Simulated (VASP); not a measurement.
# PN (Pnma) in VASP: notebook

The runs below take PN through single point, relaxation of cell and atoms, with PBE.

All numbers are computed with VASP 6.6.1; they aren't measurements. Logs are shortened: lines on timing, memory, paths and dates and some standing lists are left out, and cuts for length are marked.

## Step 1: The cell of the first run

It takes space group Pnma (No. 62, orthorhombic). Conventional cell: a = 5.555 Å, b = 2.571 Å, c = 3.227 Å, α = 90.00°, β = 90.00°, γ = 90.00°. P (site symmetry m) has 5 N at 1.70 to 2.32 Å and 2 P at 1.73 Å within 2.4 Å. N (site symmetry m) has 5 P at 1.70 to 2.32 Å and 6 N at 2.15 to 2.32 Å within 2.4 Å.

The cell was built from a structure type or drawn by symmetry, and may not be a known phase.

## Step 2: Single point, PBE

Contents of INCAR:

```
SYSTEM = PN
PREC = Accurate
ENCUT = 520
EDIFF = 1E-6
ISMEAR = 0
SIGMA = 0.1
LREAL = .False.
LASPH = .True.
NELM = 100
ALGO = Normal
ISIF = 2
LWAVE = .False.
LCHARG = .False.
GGA = PE
NBANDS = 30
```

Contents of KPOINTS:

```
Automatic mesh
0
Gamma
  4 6 6
  0 0 0
```

Contents of POSCAR:

```
PN
1.0
    5.5550880200      0.0000000000      0.0000000000
    0.0000000000      2.5705060200      0.0000000000
    0.0000000000      0.0000000000      3.2272151900
P N
4 4
Direct
    0.0564999900      0.7500000000      0.8499500200
    0.4435000100      0.2500000000      0.3499500200
    0.5564999900      0.7500000000      0.6500499800
    0.9435000100      0.2500000000      0.1500499800
    0.1542829900      0.2500000000      0.5311769800
    0.3457170100      0.7500000000      0.0311769800
    0.6542829900      0.2500000000      0.9688230200
    0.8457170100      0.7500000000      0.4688230200
```

Potentials or basis: VASP PAW PBE potentials, release 64 (P, N).

Started as:

```sh
> cat potpaw_PBE.64/P/POTCAR potpaw_PBE.64/N/POTCAR > POTCAR
> mpirun -np 1 vasp_std > vasp.out
```

OUTCAR:

```text
SYSTEM = PN
   PREC = Accurate
   ENCUT = 520
   EDIFF = 1E-6
   ISMEAR = 0
   LREAL = .False.
   LASPH = .True.
   NELM = 100
   ISIF = 2
   GGA = PE

 ion  position               nearest neighbor table
   1  0.056  0.750  0.850-   8 1.70   6 1.71   4 1.73   4 1.73   5 1.73   5 1.73   8 2.32   4 2.67
                             4 2.67   3 2.85   3 2.85
   2  0.444  0.250  0.350-   7 1.70   5 1.71   3 1.73   3 1.73   6 1.73   6 1.73   7 2.32   3 2.67
                             3 2.67   4 2.85   4 2.85
   3  0.556  0.750  0.650-   6 1.70   8 1.71   2 1.73   2 1.73   7 1.73   7 1.73   6 2.32   2 2.67
                             2 2.67   1 2.85   1 2.85
   4  0.944  0.250  0.150-   5 1.70   7 1.71   1 1.73   1 1.73   8 1.73   8 1.73   5 2.32   1 2.67
                             1 2.67   2 2.85   2 2.85
   5  0.154  0.250  0.531-   4 1.70   2 1.71   1 1.73   1 1.73   4 2.32
   6  0.346  0.750  0.031-   3 1.70   1 1.71   2 1.73   2 1.73   3 2.32
   7  0.654  0.250  0.969-   2 1.70   4 1.71   3 1.73   3 1.73   2 2.32
   8  0.846  0.750  0.469-   1 1.70   3 1.71   4 1.73   4 1.73   1 2.32

  LATTYP: Found a simple orthorhombic cell.
 ALAT       =     2.5705060200
 B/A-ratio  =     1.2554785575
 C/A-ratio  =     2.1610873411

  Lattice vectors:

 A1 = (   0.0000000000,   2.5705060200,   0.0000000000)
 A2 = (   0.0000000000,   0.0000000000,   3.2272151900)
 A3 = (   5.5550880200,   0.0000000000,   0.0000000000)

Analysis of symmetry for initial positions (statically):
=====================================================================
 Subroutine PRICEL returns:
 Original cell was already a primitive cell.

 Routine SETGRP: Setting up the symmetry group for a
 simple orthorhombic supercell.

 Subroutine GETGRP returns: Found  8 space group operations
 (whereof  2 operations were pure point group operations)
 out of a pool of  8 trial point group operations.

The static configuration has the point symmetry S_2 .
 The point group associated with its full space group is D_2h.

Analysis of symmetry for dynamics (positions and initial velocities):
=====================================================================
 Subroutine PRICEL returns:
 Original cell was already a primitive cell.

 Routine SETGRP: Setting up the symmetry group for a
 simple orthorhombic supercell.

 Subroutine GETGRP returns: Found  8 space group operations
 (whereof  2 operations were pure point group operations)
 out of a pool of  8 trial point group operations.

The dynamic configuration has the point symmetry S_2 .
 The point group associated with its full space group is D_2h.

 Subroutine INISYM returns: Found  8 space group operations
 (whereof  2 operations are pure point group operations),
 and found     1 'primitive' translations

----------------------------------------------------------------------------------------

                                     Primitive cell

  volume of cell :      46.0827

  direct lattice vectors                    reciprocal lattice vectors
     5.555088020  0.000000000  0.000000000     0.180015149  0.000000000  0.000000000
     0.000000000  2.570506020  0.000000000     0.000000000  0.389028461  0.000000000
     0.000000000  0.000000000  3.227215190     0.000000000  0.000000000  0.309864679

  length of vectors
     5.555088020  2.570506020  3.227215190     0.180015149  0.389028461  0.309864679

  position of ions in fractional coordinates (direct lattice)
     0.056499990  0.750000000  0.849950020
     0.443500010  0.250000000  0.349950020
     0.556499990  0.750000000  0.650049980
     0.943500010  0.250000000  0.150049980
     0.154282990  0.250000000  0.531176980
     0.345717010  0.750000000  0.031176980
     0.654282990  0.250000000  0.968823020
     0.845717010  0.750000000  0.468823020

  ion indices of the primitive-cell ions
   primitive index   ion index
                 1           1
                 2           2
                 3           3
                 4           4
                 5           5
                 6           6
                 7           7
                 8           8

----------------------------------------------------------------------------------------

 KPOINTS: Automatic mesh

Automatic generation of k-mesh.
 Grid dimensions read from file:
 generate k-points for:    4    6    6

 Generating k-lattice:

  Cartesian coordinates                     Fractional coordinates (reciprocal lattice)
     0.045003787  0.000000000  0.000000000     0.250000000  0.000000000  0.000000000
     0.000000000  0.064838077  0.000000000     0.000000000  0.166666667  0.000000000
     0.000000000  0.000000000  0.051644113     0.000000000  0.000000000  0.166666667

  Length of vectors
     0.045003787  0.064838077  0.051644113

  Shift w.r.t. Gamma in fractional coordinates (k-lattice)
     0.000000000  0.000000000  0.000000000

 Subroutine IBZKPT returns following result:
 ===========================================

 Found     48 irreducible k-points:

 Following reciprocal coordinates:
            Coordinates               Weight
  0.000000  0.000000  0.000000      1.000000
  0.250000  0.000000  0.000000      2.000000
  0.500000  0.000000  0.000000      1.000000
  0.000000  0.166667  0.000000      2.000000
  0.250000  0.166667  0.000000      4.000000
  0.500000  0.166667  0.000000      2.000000
[... 16 lines left out ...]
  0.250000  0.500000  0.166667      4.000000
  0.500000  0.500000  0.166667      2.000000
 [... further k-points ...]
   k-points           NKPTS =     48   k-points in BZ     NKDIM =     48   number of bands    NBANDS=     30
   number of dos      NEDOS =    301   number of ions     NIONS =      8
   total plane-waves  NPLWV =  20160
   dimension x,y,z NGX =    42 NGY =   20 NGZ =   24
   dimension x,y,z NGXF=    84 NGYF=   40 NGZF=   48
   ions per type =               4   4
   NGX,Y,Z   is equivalent  to a cutoff of  12.57, 12.93, 12.36 a.u.
   NGXF,Y,Z  is equivalent  to a cutoff of  25.14, 25.87, 24.73 a.u.
 SYSTEM =  PN
   PREC   = accura    normal or accurate (medium, high low for compatibility)
   ISTART =      0    job   : 0-new  1-cont  2-samecut
   ICHARG =      2    charge: 1-file 2-atom 10-const
   ISPIN  =      1    spin polarized calculation?
   LNONCOLLINEAR =      F non collinear calculations
   LSORBIT =      F    spin-orbit coupling
   LASPH  =      T    aspherical Exc in radial PAW
   ENCUT  =  520.0 eV  38.22 Ry    6.18 a.u.  10.33  4.78  6.00*2*pi/ulx,y,z
   NELM   =    100;   NELMIN=  2; NELMDL= -5     # of ELM steps
   EDIFF  = 0.1E-05   stopping-criterion for ELM
   LREAL  =      F    real-space projection
   EDIFFG = 0.1E-04   stopping-criterion for IOM
   NSW    =      0    number of steps for IOM
   IBRION =     -1    ionic relax: 0-MD 1-quasi-New 2-CG
   NFREE  =      0    steps in history (QN), initial steepest desc. (CG)
   ISIF   =      2    stress and relaxation
   ISYM   =      2    0-nonsym 1-usesym 2-fastsym
   POTIM  = 0.5000    time-step for ionic-motion
   TEBEG  =    0.0;   TEEND  =   0.0 temperature during run
   PSTRESS=    0.0 pullay stress
   NELECT =      40.0000    total number of electrons
   NUPDOWN=      -1.0000    fix difference up-down
   EMIN   =  10.00;   EMAX   =-10.00  energy-range for DOS
   EFERMI =   0.00;   METHOD = LEGACY
   ISMEAR =     0;   SIGMA  =   0.10  broadening in eV -4-tet -1-fermi 0-gaus
   EFERMI_NEDOS =   21; number of points for ismear=-14 and -15
   IALGO  =     38    algorithm
   IMIX   =      4    mixing-type and parameters
     AMIX     =   0.40;   BMIX     =  1.00
     AMIX_MAG =   1.60;   BMIX_MAG =  1.00
  volume/ion in A,a.u.               =       5.76        38.87
  Fermi-wavevector in a.u.,A,eV,Ry     =   1.561645  2.951081 33.181008  2.438735
  Thomas-Fermi vector in A             =   2.664680
   LORBIT       =      0    0 simple, 1 ext, 2 COOP (PROOUT), +10 PAW based schemes
   GGA     = PE    functional components
   LHFCALC =     F    Hartree Fock is set to
   AEXX    =    0.0000 exact exchange contribution
   IVDW    =     0    specifies the selected vdW correction
   LEPSILON=     F    determine dielectric tensor
   LRPA    =     F    only Hartree local field effects (RPA)
 non-spin polarized calculation
 Gauss-broadening in eV      SIGMA  =   0.10
  energy-cutoff  :      520.00
  volume of cell :       46.08
 maximum number of plane-waves:      1260
 NGX is ok and might be reduce to    42
   NGX = 21   NGY =  9   NGZ = 13

 number of electron      39.9999999 magnetization

 Free energy of the ion-electron system (eV)
  ---------------------------------------------------
  ext. energy  EPLUGINS =         0.00000000
  ---------------------------------------------------
  free energy    TOTEN  =       -32.03741597 eV

  energy without entropy =      -32.03316151  energy(sigma->0) =      -32.03528874

 E-fermi :  19.7111     XC(G=0): -14.7092

 val. band max:       19.6941074025   @ k =   0.0000   0.5000   0.0000
 cond. band min:      19.7465160189   @ k =   0.2500   0.0000   0.1667
 fundamental gap:      0.0524086165
 Fermi energy:        19.7111112603

 k-point     1 :       0.0000    0.0000    0.0000
  band No.  band energies     occupation
      1      -7.9155      2.00000
      2      -4.4971      2.00000
      3      -3.2016      2.00000
      4       3.6354      2.00000
      5       3.6452      2.00000
      6       5.6231      2.00000
[... 22 lines left out ...]
     29      29.1897      0.00000
     30      29.5953      0.00000

 k-point     2 :       0.2500    0.0000    0.0000
  band No.  band energies     occupation
      1      -7.6604      2.00000
      2      -5.6857      2.00000
      3      -1.6216      2.00000
      4       2.7505      2.00000
      5       3.9040      2.00000
      6       5.4424      2.00000
[... 718 lines left out ...]
 k-point    24 :       0.5000    0.5000    0.1667
  band No.  band energies     occupation
      1      -2.0575      2.00000
      2      -2.0575      2.00000
      3      -2.0575      2.00000
      4      -2.0575      2.00000
      5       5.2248      2.00000
      6       5.2248      2.00000
[... 22 lines left out ...]
     29      32.4403      0.00000
     30      32.4403      0.00000

 [... further k-points ...]

------------------------ aborting loop because EDIFF is reached ----------------------------------------

  FORCE on cell =-STRESS in cart. coord.  units (eV):
  Direction    XX          YY          ZZ          XY          YZ          ZX
  --------------------------------------------------------------------------------------
  -------------------------------------------------------------------------------------
  Total       66.2659658    106.6075484     88.6464291      0.0000000      0.0000000      0.0000000
  in kB     2303.8999705   3706.4747320   3082.0120560      0.0000000      0.0000000      0.0000000
  external PRESSURE =    3030.7955862 kB  Pullay stress =       0.0000000 kB

 VOLUME and BASIS-vectors are now :
 -----------------------------------------------------------------------------
  energy-cutoff  :      520.00
  volume of cell :       46.08
      direct lattice vectors                 reciprocal lattice vectors
     5.555088020  0.000000000  0.000000000     0.180015149  0.000000000  0.000000000
     0.000000000  2.570506020  0.000000000     0.000000000  0.389028461  0.000000000
     0.000000000  0.000000000  3.227215190     0.000000000  0.000000000  0.309864679

 POSITION                                       TOTAL-FORCE (eV/Angst)
 -----------------------------------------------------------------------------------
      0.31386      1.92788      2.74297        11.934409     -0.000000    -16.897965
      2.46368      0.64263      1.12936       -11.934409     -0.000000    -16.897965
      3.09141      1.92788      2.09785        11.934409     -0.000000     16.897965
      5.24123      0.64263      0.48424       -11.934409     -0.000000     16.897965
      0.85706      0.64263      1.71422         3.776571     -0.000000     -1.324273
      1.92049      1.92788      0.10061        -3.776571     -0.000000     -1.324273
      3.63460      0.64263      3.12660         3.776571      0.000000      1.324273
      4.69803      1.92788      1.51299        -3.776571     -0.000000      1.324273
 -----------------------------------------------------------------------------------
    total drift:                                0.000000      0.000000     -0.000000

  FREE ENERGIE OF THE ION-ELECTRON SYSTEM (eV)
  ---------------------------------------------------
  free  energy   TOTEN  =       -32.0374159675 eV

  energy  without entropy=      -32.0331615112  energy(sigma->0) =      -32.03528874
```

Wall time 22 s (1 thread of Intel Xeon 6975P-C (Granite Rapids), shared host); peak memory 0.17 GiB.

Results:

| Item | Value |
| --- | --- |
| Free energy | -32.0374 eV |
| Pressure | 303.1 GPa |
| Largest force | 20.687 eV/Å |
| Band gap on the k mesh | zero (bands 20 and 21 overlap by 0.06 eV) |

Forces in eV/Å, atoms in the order of the input:
```
P    11.934   0.000 -16.898
P   -11.934   0.000 -16.898
P    11.934   0.000  16.898
P   -11.934   0.000  16.898
N     3.777   0.000  -1.324
N    -3.777   0.000  -1.324
N     3.777   0.000   1.324
N    -3.777   0.000   1.324
```

Stress tensor (GPa, compression positive):
```
230.39   0.00   0.00
  0.00 370.65   0.00
  0.00   0.00 308.20
```

Levels at points of the mesh, in eV from the Fermi level:
```
           k point  band 18  band 19  band 20  band 21  band 22  band 23
(0.00, 0.00, 0.00)    -2.25    -1.08    -1.01     1.15     2.32     3.07
(0.50, 0.00, 0.00)    -3.63    -0.08    -0.08     1.04     1.04     2.05
(0.00, 0.50, 0.00)    -6.22    -2.31    -2.31    -0.02    -0.02     0.31
(0.50, 0.50, 0.00)    -4.81    -4.81    -4.81     1.73     1.73     1.73
(0.00, 0.00, 0.50)    -4.58    -2.26    -2.26     1.78     1.78     4.41
(0.50, 0.00, 0.50)    -4.57    -1.37    -1.37     2.87     2.87     3.55
(0.00, 0.50, 0.50)    -3.75    -2.87    -2.87     3.95     3.95     4.22
(0.50, 0.50, 0.50)    -1.65    -1.65    -1.65     5.62     5.62     5.62
```

Caveat: the k points lie up to 0.41 Å⁻¹ apart; forces of over 1 eV/Å act on the atoms, so gaps and moduli don't describe the material at rest.

(Continued in part 2 of 2.)
